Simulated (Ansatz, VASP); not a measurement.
**Two plane-wave programs on AlN**

INCAR

```
SYSTEM = AlN
  PREC = Accurate
  ENCUT = 520
  EDIFF = 1E-6
  ISMEAR = 0
  SIGMA = 0.05
  LREAL = .False.
  LASPH = .True.
  NELM = 80
  ALGO = Normal
  ISIF = 2
  LWAVE = .False.
  LCHARG = .False.
  GGA = PE
  NBANDS = 16
```

Contents of KPOINTS:

```
regular mesh
0
Gamma
  12 12 6
  0 0 0
```

Contents of POSCAR:

```
AlN
1.0
    3.1110021516      0.0000000000      0.0000000000
   -1.5555010758      2.6942068945      0.1010327585
    0.0000000000      0.1866750000      4.9780000000
Al N
2 2
Direct
    0.3333333333      0.6666666667      0.0000000000
    0.6666666667      0.3333333333      0.5000000000
    0.3333333333      0.6666666667      0.3850000000
    0.6666666667      0.3333333333      0.8850000000
```

Input for Ansatz:

```yaml
crystal:
  lattice:
    - [3.1110021516, 0.0, 0.0]
    - [-1.5555010758, 2.6942068945, 0.1010327585]
    - [0.0, 0.186675, 4.978]
  atoms:
    - { symbol: Al, position: [0.3333333333, 0.6666666667, 0.0] }
    - { symbol: Al, position: [0.6666666667, 0.3333333333, 0.5] }
    - { symbol: "N", position: [0.3333333333, 0.6666666667, 0.385] }
    - { symbol: "N", position: [0.6666666667, 0.3333333333, 0.885] }
basis:
  ecutwfc: 420
kpoints:
  mp_grid: { grid: [12, 12, 6] }
hamiltonian:
  xc: pbe
scf:
  occupations: { method: gaussian, width: 0.05 }
output:
  forces: true
  stress: true
  eigenvalues: true
  write_density: true
  write_potential: true
  elf: true
  volumetric_format: npy
```

Change from the starting cell: strain +0.0750 x Voigt [0, 0, 0, 1, 0, 0], atoms carried along.

Alike in both runs: task single point; functional PBE; k mesh 12 × 12 × 6; occupations gaussian, width 0.05 eV; no spin polarisation.

```csv
,VASP,Ansatz
version,VASP 6.6.1,Ansatz 0.2.0
potentials or method,"VASP PAW PBE potentials, release 64 (Al, N), cutoff 520 eV","scalar-relativistic, plane waves, PAW"
valence electrons in the cell,16,16
```

```tsv
	VASP	Ansatz	Ansatz less VASP
gap on the k mesh at the Fermi level (eV)	4.00	3.99	-0.010
least direct gap on the mesh (eV)	4.00	3.99	-0.010
pressure (GPa)	4.2	4.5	+0.26
traceless stress, the component that is largest in VASP (GPa)	-9.69	-9.64	+0.058
rms of the force components (eV/Å)	0.272	0.270	-0.0015
```

Atom by atom the forces differ by 0.001 eV/Å (rms over components).
